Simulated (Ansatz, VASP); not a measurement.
## One calculation of CdS, two programs

INCAR

```
SYSTEM = CdS
PREC = Accurate ; ENCUT = 520
EDIFF = 1E-7 ; ISMEAR = -1
SIGMA = 0.04 ; LREAL = .False.
LASPH = .True. ; NELM = 100
ALGO = Normal ; ISIF = 2
LWAVE = .False. ; LCHARG = .False.
GGA = PE ; NBANDS = 26
```

File KPOINTS:

```
regular mesh
0
Gamma
  4 4 2
  0 0 0
```

File POSCAR:

```
CdS
1.0
    4.1500000000      0.0000000000      0.0000000000
   -2.0750000000      3.5940054257      0.0000000000
    0.0000000000      0.0000000000      6.7370000000
Cd S
2 2
Direct
    0.6666666667      0.3333333333      0.5000000000
    0.3333333333      0.6666666667      0.0000000000
    0.6666666667      0.3333333333      0.8750000000
    0.3333333333      0.6666666667      0.3750000000
```

File input.yaml:

```yaml
crystal:
  lattice:
    - [4.15, 0.0, 0.0]
    - [-2.075, 3.5940054257, 0.0]
    - [0.0, 0.0, 6.737]
  atoms:
    - { symbol: Cd, position: [0.6666666667, 0.3333333333, 0.5] }
    - { symbol: Cd, position: [0.3333333333, 0.6666666667, 0.0] }
    - { symbol: S, position: [0.6666666667, 0.3333333333, 0.875] }
    - { symbol: S, position: [0.3333333333, 0.6666666667, 0.375] }
kpoints:
  mp_grid: { grid: [4, 4, 2] }
scf:
  occupations: { method: fermi_dirac, width: 0.04 }
hamiltonian:
  xc: pbe
  pseudopotentials: { kind: all_electron, lapw: { basis_error: 0.003 } }
output:
  forces: true
  stress: true
  eigenvalues: true
```

Alike in both runs: task single point; functional PBE; k mesh 4 × 4 × 2; occupations fermi-dirac, width 0.04 eV; no spin polarisation.

|  | VASP | Ansatz |
| --- | --- | --- |
| version | VASP 6.6.1 | Ansatz 0.2.0 |
| potentials or method | VASP PAW PBE potentials, release 64 (Cd, S), cutoff 520 eV | all-electron LAPW, scalar-relativistic |

```csv
,VASP,Ansatz,Ansatz less VASP
gap on the k mesh at the Fermi level (eV),1.19,1.19,-0.003
least direct gap on the mesh (eV),1.19,1.19,-0.003
pressure (GPa),2.5,2.2,-0.31
"traceless stress, the component that is largest in VASP (GPa)",0.28,0.27,-0.012
rms of the force components (eV/Å),0.032,0.032,-0.0006
```

Atom by atom the forces differ by 0.001 eV/Å (rms over components). Ansatz ran all-electron here, and VASP with PAW potentials.

The k mesh is coarse, so the values compare programs but aren't converged.
